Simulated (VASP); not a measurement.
Ir, 1 atom in the cell. Symmetry: Fm-3m, No. 225, cubic system. The conventional cell has a = 3.903 Å, b = 3.903 Å, c = 3.903 Å, α = 90.00°, β = 90.00°, γ = 90.00°. Within 3.6 Å of Ir (site symmetry m-3m) lie 12 Ir at 2.76 Å.  This cell differs from its parent crystal: volume scaled by 1.05.

* Program: VASP 6.6.1
* Task: single point
* Functional: PBE
* Potentials or basis: VASP PAW PBE potentials, release 64 (Ir)
* Cutoff: 520 eV
* k mesh: 8 × 8 × 8
* Occupations: gaussian, width 0.05 eV
* Spin: non-collinear spin, zero start, spin-orbit coupling
* Starting moments: [[0.0, 0.0, 0.0]] μB
* Dipole correction: no
* Further INCAR settings: ALGO = Normal; EDIFF = 1e-07; NBANDS = 20

Potentials or basis: VASP PAW PBE potentials, release 64 (Ir).

Command:

```bash
$ cat potpaw_PBE.64/Ir/POTCAR > POTCAR
$ mpirun -np 1 vasp_ncl > vasp.out
```

Hardware: 1 thread of AMD EPYC 7R13, with other jobs on the host.

Q: How long does it take, and how much memory?

A: It took 47 s on 1 thread of AMD EPYC 7R13, on a shared host, peak memory 0.17 GiB. Counts: scf iterations 13, k points 29.
